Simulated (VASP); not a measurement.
Crystal: AlRu5.

```xyz
6
Lattice="4.6600 0.0000 0.0000 -2.3300 4.0357 0.0000 0.0000 0.0000 4.1900" Properties=species:S:1:pos:R:3 pbc="T T T"
Al    0.0000    0.0000    0.0000
Ru    1.5533    0.0000    2.0950
Ru    2.3300    1.3452    0.0000
Ru    0.0000    2.6905    0.0000
Ru   -0.7767    1.3452    2.0950
Ru    1.5533    2.6905    2.0950
```

* Program: VASP 6.6.1
* Task: relaxation of cell and atoms
* Functional: PBE
* Potentials or basis: VASP PAW PBE potentials, release 64 (Al, Ru_pv)
* Cutoff: 600 eV
* k mesh: 4 × 4 × 4
* Occupations: gaussian, width 0.2 eV
* Spin: no spin polarisation

At the start: pressure 17.2 GPa; volume 13.13 Å³/atom.

Where does the relaxation end?

Over 6 steps the energy falls by 43.3 meV/atom and the volume is 13.86 Å³/atom (+5.5 %); space group P-62m (No. 189, to 0.1 Å) before and after.

The path:
```
step  energy change (eV)  largest force (eV/Å)  pressure (GPa)  volume (Å³)
   1              0.0000                0.2326           17.15        78.80
   2              0.9614                0.1848          -26.74        95.91
   3             -0.2507                0.0259           -1.31        83.72
   4             -0.2515                0.0340           -0.54        83.48
   5             -0.2514                0.0369           -0.24        83.39
   6             -0.2601                0.0079            0.39        83.15
```

Final structure:
```yaml
crystal:
  lattice:
    - [4.70660, 0.00000, 0.00000]
    - [-2.35330, 4.07604, 0.00000]
    - [0.00000, 0.00000, 4.33420]
  atoms:
    - { symbol: Al, position: [0.00000, 0.00000, 0.00000] }
    - { symbol: Ru, position: [0.33224, 0.00000, 0.50000] }
    - { symbol: Ru, position: [0.66667, 0.33333, 0.00000] }
    - { symbol: Ru, position: [0.33333, 0.66667, 0.00000] }
    - { symbol: Ru, position: [0.00000, 0.33224, 0.50000] }
    - { symbol: Ru, position: [0.66776, 0.66776, 0.50000] }
```

Caveat: the k points lie up to 0.39 Å⁻¹ apart in the final cell, too coarse for converged energies and pressures of a metal.
